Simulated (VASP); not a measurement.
Here is a VASP 6.6.1 calculation.

The input INCAR:

```
SYSTEM = BAs
  PREC = Accurate
  ENCUT = 500
  EDIFF = 1E-6
  ISMEAR = 0
  SIGMA = 0.01
  LREAL = .FALSE.
  LASPH = .TRUE.
  NELM = 120
  ALGO = Normal
  ISIF = 2
  LWAVE = .FALSE.
  LCHARG = .FALSE.
  GGA = PE
  NBANDS = 11
  GGA_COMPAT = .FALSE.
```

KPOINTS

```
Automatic mesh
0
G
  4 4 4
  0 0 0
```

Contents of POSCAR:

```
BAs
1.0
    0.0000000000      2.4164823900      2.4164823900
    2.4164823900      0.0000000000      2.4164823900
    2.4164823900      2.4164823900      0.0000000000
B As
1 1
Direct
    0.0000000000      0.0000000000      0.0000000000
    0.2500000000      0.2500000000      0.2500000000
```

Potentials or basis: VASP PAW PBE potentials, release 64 (B, As).

Run with:

```bash
$ cat potpaw_PBE.64/B/POTCAR potpaw_PBE.64/As/POTCAR > POTCAR
$ mpirun -np 1 vasp_std > vasp.out
```

Problem. What does it give for the pressure?

Solution. -0.8 GPa.

Problem. Predict the band gap on the k mesh.

Solution. 1.45 eV, indirect (least direct gap 3.22 eV).

Caveat: the k points lie up to 0.56 Å⁻¹ apart. A k mesh can miss the band edges.
